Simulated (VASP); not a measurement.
# Pd (Fm-3m) in VASP: single point with PBEsol

Aim: the single point of Pd with PBEsol.

Everything below comes from runs of VASP 6.6.1. Logs are shortened: lines on timing, memory, paths and dates and some standing lists are left out, and cuts for length are marked.

## Step 1: The cell of the first run

It takes space group Fm-3m (No. 225, cubic). The conventional cell has a = 3.875 Å, b = 3.875 Å, c = 3.875 Å, α = 90.00°, β = 90.00°, γ = 90.00°. Pd (site symmetry m-3m) has 12 Pd at 2.74 Å within 3.6 Å.

## Step 2: Single point, PBEsol

Contents of INCAR:

```
ALGO     = Fast           # electronic algorithm
EDIFF    = 1E-7           # SCF threshold, eV
ENCUT    = 520            # plane-wave cutoff, eV
GGA      = PS             # functional
ISIF     = 2              # what is computed and relaxed
ISMEAR   = 0              # smearing method
LASPH    = T              # aspherical terms in the spheres
LCHARG   = T              # write CHGCAR
LELF     = T              # ELF
LREAL    = F              # projectors in reciprocal space
LVHAR    = T            
LWAVE    = F              # write WAVECAR
NBANDS   = 11             # bands
NELM     = 100            # most SCF steps
PREC     = Accurate       # precision mode
SIGMA    = 0.1            # smearing width, eV
```

Contents of KPOINTS:

```
k-points
0
Gamma
  18 18 18
```

Contents of POSCAR:

```
Pd
1.0
    0.0000000000      1.9375230926      1.9375230926
    1.9375230926      0.0000000000      1.9375230926
    1.9375230926      1.9375230926      0.0000000000
Pd
1
Direct
    0.0000000000      0.0000000000      0.0000000000
```

Potentials or basis: VASP PAW PBE potentials, release 64 (Pd).

Launch:

```bash
$ cat potpaw_PBE.64/Pd/POTCAR > POTCAR
$ mpirun -np 1 vasp_std > vasp.out
```

OUTCAR:

```text
EDIFF = 1E-7
   ENCUT = 520
   GGA = PS
   ISIF = 2
   ISMEAR = 0
   LASPH = T
   LREAL = F
   NELM = 100
   PREC = Accurate

 ion  position               nearest neighbor table
   1  0.000  0.000  0.000-

  LATTYP: Found a face centered cubic cell.
 ALAT       =     3.8750461852

  Lattice vectors:

 A1 = (   0.0000000000,   1.9375230926,   1.9375230926)
 A2 = (   1.9375230926,   0.0000000000,   1.9375230926)
 A3 = (   1.9375230926,   1.9375230926,   0.0000000000)

Analysis of symmetry for initial positions (statically):
=====================================================================
 Subroutine PRICEL returns:
 Original cell was already a primitive cell.

 Routine SETGRP: Setting up the symmetry group for a
 face centered cubic supercell.

 Subroutine GETGRP returns: Found 48 space group operations
 (whereof 48 operations were pure point group operations)
 out of a pool of 48 trial point group operations.

The static configuration has the point symmetry O_h .

Analysis of symmetry for dynamics (positions and initial velocities):
=====================================================================
 Subroutine PRICEL returns:
 Original cell was already a primitive cell.

 Routine SETGRP: Setting up the symmetry group for a
 face centered cubic supercell.

 Subroutine GETGRP returns: Found 48 space group operations
 (whereof 48 operations were pure point group operations)
 out of a pool of 48 trial point group operations.

The dynamic configuration has the point symmetry O_h .

 Subroutine INISYM returns: Found 48 space group operations
 (whereof 48 operations are pure point group operations),
 and found     1 'primitive' translations

----------------------------------------------------------------------------------------

                                     Primitive cell

  volume of cell :      14.5469

  direct lattice vectors                    reciprocal lattice vectors
     0.000000000  1.937523093  1.937523093    -0.258061440  0.258061440  0.258061440
     1.937523093  0.000000000  1.937523093     0.258061440 -0.258061440  0.258061440
     1.937523093  1.937523093  0.000000000     0.258061440  0.258061440 -0.258061440

  length of vectors
     2.740071435  2.740071435  2.740071435     0.446975526  0.446975526  0.446975526

  position of ions in fractional coordinates (direct lattice)
     0.000000000  0.000000000  0.000000000

  ion indices of the primitive-cell ions
   primitive index   ion index
                 1           1

----------------------------------------------------------------------------------------

 KPOINTS: k-points

Automatic generation of k-mesh.
 Grid dimensions read from file:
 generate k-points for:   18   18   18

 Generating k-lattice:

  Cartesian coordinates                     Fractional coordinates (reciprocal lattice)
    -0.014336747  0.014336747  0.014336747     0.055555556  0.000000000  0.000000000
     0.014336747 -0.014336747  0.014336747     0.000000000  0.055555556  0.000000000
     0.014336747  0.014336747 -0.014336747     0.000000000  0.000000000  0.055555556

  Length of vectors
     0.024831974  0.024831974  0.024831974

  Shift w.r.t. Gamma in fractional coordinates (k-lattice)
     0.000000000  0.000000000  0.000000000

 Subroutine IBZKPT returns following result:
 ===========================================

 Found    195 irreducible k-points:

 Following reciprocal coordinates:
            Coordinates               Weight
  0.000000  0.000000  0.000000      1.000000
  0.055556  0.000000  0.000000      8.000000
  0.111111  0.000000  0.000000      8.000000
  0.166667  0.000000  0.000000      8.000000
  0.222222  0.000000  0.000000      8.000000
  0.277778  0.000000  0.000000      8.000000
[... 16 lines left out ...]
 -0.277778  0.055556  0.000000     24.000000
 -0.222222  0.055556  0.000000     24.000000
 [... further k-points ...]
   k-points           NKPTS =    195   k-points in BZ     NKDIM =    195   number of bands    NBANDS=     11
   number of dos      NEDOS =    301   number of ions     NIONS =      1
   total plane-waves  NPLWV =   8000
   dimension x,y,z NGX =    20 NGY =   20 NGZ =   20
   dimension x,y,z NGXF=    40 NGYF=   40 NGZF=   40
   ions per type =               1
   NGX,Y,Z   is equivalent  to a cutoff of  12.13, 12.13, 12.13 a.u.
   NGXF,Y,Z  is equivalent  to a cutoff of  24.27, 24.27, 24.27 a.u.
 SYSTEM =  unknown system
   PREC   = accura    normal or accurate (medium, high low for compatibility)
   ISTART =      0    job   : 0-new  1-cont  2-samecut
   ICHARG =      2    charge: 1-file 2-atom 10-const
   ISPIN  =      1    spin polarized calculation?
   LNONCOLLINEAR =      F non collinear calculations
   LSORBIT =      F    spin-orbit coupling
   LASPH  =      T    aspherical Exc in radial PAW
   ENCUT  =  520.0 eV  38.22 Ry    6.18 a.u.   5.09  5.09  5.09*2*pi/ulx,y,z
   NELM   =    100;   NELMIN=  2; NELMDL= -5     # of ELM steps
   EDIFF  = 0.1E-06   stopping-criterion for ELM
   LREAL  =      F    real-space projection
   EDIFFG = 0.1E-05   stopping-criterion for IOM
   NSW    =      0    number of steps for IOM
   IBRION =     -1    ionic relax: 0-MD 1-quasi-New 2-CG
   NFREE  =      0    steps in history (QN), initial steepest desc. (CG)
   ISIF   =      2    stress and relaxation
   ISYM   =      2    0-nonsym 1-usesym 2-fastsym
   POTIM  = 0.5000    time-step for ionic-motion
   TEBEG  =    0.0;   TEEND  =   0.0 temperature during run
   PSTRESS=    0.0 pullay stress
   NELECT =      10.0000    total number of electrons
   NUPDOWN=      -1.0000    fix difference up-down
   EMIN   =  10.00;   EMAX   =-10.00  energy-range for DOS
   EFERMI =   0.00;   METHOD = LEGACY
   ISMEAR =     0;   SIGMA  =   0.10  broadening in eV -4-tet -1-fermi 0-gaus
   EFERMI_NEDOS =   21; number of points for ismear=-14 and -15
   IALGO  =     68    algorithm
   IMIX   =      4    mixing-type and parameters
     AMIX     =   0.40;   BMIX     =  1.00
     AMIX_MAG =   1.60;   BMIX_MAG =  1.00
  volume/ion in A,a.u.               =      14.55        98.17
  Fermi-wavevector in a.u.,A,eV,Ry     =   1.444834  2.730340 28.402777  2.087545
  Thomas-Fermi vector in A             =   2.563084
   LORBIT       =      0    0 simple, 1 ext, 2 COOP (PROOUT), +10 PAW based schemes
   GGA     = PS    functional components
   LHFCALC =     F    Hartree Fock is set to
   AEXX    =    0.0000 exact exchange contribution
   IVDW    =     0    specifies the selected vdW correction
   LEPSILON=     F    determine dielectric tensor
   LRPA    =     F    only Hartree local field effects (RPA)
 non-spin polarized calculation
 RMM-DIIS sequential band-by-band and
 Gauss-broadening in eV      SIGMA  =   0.10
  energy-cutoff  :      520.00
  volume of cell :       14.55
 maximum number of plane-waves:       403
   NGX = 11   NGY = 11   NGZ = 11

 number of electron      10.0000002 magnetization

 Free energy of the ion-electron system (eV)
  ---------------------------------------------------
  ext. energy  EPLUGINS =         0.00000000
  ---------------------------------------------------
  free energy    TOTEN  =        -5.96953404 eV

  energy without entropy =       -5.95803128  energy(sigma->0) =       -5.96378266

 E-fermi :   9.8597     XC(G=0): -13.4666

 val. band max:        9.8584186035   @ k =  -0.4444   0.3889   0.1111
 cond. band min:       9.8602629641   @ k =   0.5000   0.1111   0.0000
 fundamental gap:      0.0018443606
 Fermi energy:         9.8596506287

 k-point     1 :       0.0000    0.0000    0.0000
  band No.  band energies     occupation
      1       2.5080      2.00000
      2       6.9380      2.00000
      3       6.9380      2.00000
      4       6.9380      2.00000
      5       8.6085      2.00000
      6       8.6085      2.00000
      7      26.9890      0.00000
      8      31.8391      0.00000
      9      31.8391      0.00000
     10      31.8391      0.00000
     11      37.1075      0.00000

 k-point     2 :       0.0556    0.0000    0.0000
  band No.  band energies     occupation
      1       2.6219      2.00000
      2       6.8962      2.00000
      3       6.9783      2.00000
      4       6.9783      2.00000
      5       8.5886      2.00000
      6       8.5886      2.00000
      7      27.1151      0.00000
      8      31.0771      0.00000
      9      31.9733      0.00000
     10      31.9733      0.00000
     11      37.4713      0.00000

 k-point     3 :       0.1111    0.0000    0.0000
  band No.  band energies     occupation
      1       2.9511      2.00000
      2       6.7915      2.00000
      3       7.0836      2.00000
      4       7.0836      2.00000
      5       8.5469      2.00000
      6       8.5469      2.00000
      7      27.4034      0.00000
      8      29.5334      0.00000
      9      32.3550      0.00000
     10      32.3550      0.00000
     11      37.4192      0.00000

 k-point     4 :       0.1667    0.0000    0.0000
  band No.  band energies     occupation
      1       3.4482      2.00000
      2       6.6919      2.00000
      3       7.2019      2.00000
      4       7.2019      2.00000
      5       8.5396      2.00000
      6       8.5396      2.00000
      7      27.1439      0.00000
      8      28.3268      0.00000
      9      32.9129      0.00000
     10      32.9129      0.00000
     11      36.2829      0.00000
[... 239 lines left out ...]
 k-point    22 :      -0.3333    0.0556    0.0000
  band No.  band energies     occupation
      1       4.5889      2.00000
      2       7.0284      2.00000
      3       7.1140      2.00000
      4       8.0574      2.00000
      5       9.1402      2.00000
      6       9.8716      0.86554
      7      20.7526      0.00000
      8      27.1525      0.00000
      9      31.0478      0.00000
     10      33.1329      0.00000
     11      36.0829      0.00000

 k-point    23 :      -0.2778    0.0556    0.0000
  band No.  band energies     occupation
      1       4.5409      2.00000
      2       7.0818      2.00000
      3       7.2287      2.00000
      4       7.2948      2.00000
      5       8.7743      2.00000
      6       9.3922      2.00000
      7      22.7912      0.00000
      8      27.6726      0.00000
      9      31.6964      0.00000
     10      34.6240      0.00000
     11      35.0631      0.00000

 k-point    24 :      -0.2222    0.0556    0.0000
  band No.  band energies     occupation
      1       4.2471      2.00000
      2       6.6957      2.00000
      3       7.2719      2.00000
      4       7.3087      2.00000
      5       8.4795      2.00000
      6       9.0195      2.00000
      7      24.8340      0.00000
      8      28.0882      0.00000
      9      32.1517      0.00000
     10      34.4944      0.00000
     11      34.9222      0.00000

 [... further k-points ...]

------------------------ aborting loop because EDIFF is reached ----------------------------------------

  FORCE on cell =-STRESS in cart. coord.  units (eV):
  Direction    XX          YY          ZZ          XY          YZ          ZX
  --------------------------------------------------------------------------------------
  -------------------------------------------------------------------------------------
  Total       -0.0319549     -0.0319549     -0.0319549      0.0000000      0.0000000      0.0000000
  in kB       -3.5194688     -3.5194688     -3.5194688      0.0000000      0.0000000      0.0000000
  external PRESSURE =      -3.5194688 kB  Pullay stress =       0.0000000 kB

 VOLUME and BASIS-vectors are now :
 -----------------------------------------------------------------------------
  energy-cutoff  :      520.00
  volume of cell :       14.55
      direct lattice vectors                 reciprocal lattice vectors
     0.000000000  1.937523093  1.937523093    -0.258061440  0.258061440  0.258061440
     1.937523093  0.000000000  1.937523093     0.258061440 -0.258061440  0.258061440
     1.937523093  1.937523093  0.000000000     0.258061440  0.258061440 -0.258061440

 POSITION                                       TOTAL-FORCE (eV/Angst)
 -----------------------------------------------------------------------------------
      0.00000      0.00000      0.00000        -0.000000     -0.000000     -0.000000
 -----------------------------------------------------------------------------------
    total drift:                               -0.000000     -0.000000     -0.000000

  FREE ENERGIE OF THE ION-ELECTRON SYSTEM (eV)
  ---------------------------------------------------
  free  energy   TOTEN  =        -5.9695340407 eV

  energy  without entropy=       -5.9580312765  energy(sigma->0) =       -5.96378266
```

Run time: 39 s. Hardware: 1 thread of AMD EPYC 7R13 (Zen 3), shared host; peak memory 0.12 GiB.

What came out:

| Item | Value |
| --- | --- |
| Free energy | -5.9695 eV |
| Pressure | -0.4 GPa |
| Band gap on the k mesh | zero (band 5 reaches 10.16 eV, above the bottom of band 6 at 8.54 eV) |

Levels at points of the mesh, in eV from the Fermi level:
```tsv
k point	band 2	band 3	band 4	band 5	band 6	band 7	band 8	band 9
(0.00, 0.00, 0.00)	-2.92	-2.92	-2.92	-1.25	-1.25	17.13	21.98	21.98
(0.50, 0.00, 0.00)	-2.97	-2.97	-0.02	-0.02	0.89	7.37	16.49	21.14
(0.50, 0.50, 0.00)	-5.25	-0.04	0.30	0.30	3.25	10.86	13.18	13.18
```

Caveat: the PAW data sets were made with another functional, which shifts forces and pressure a little.
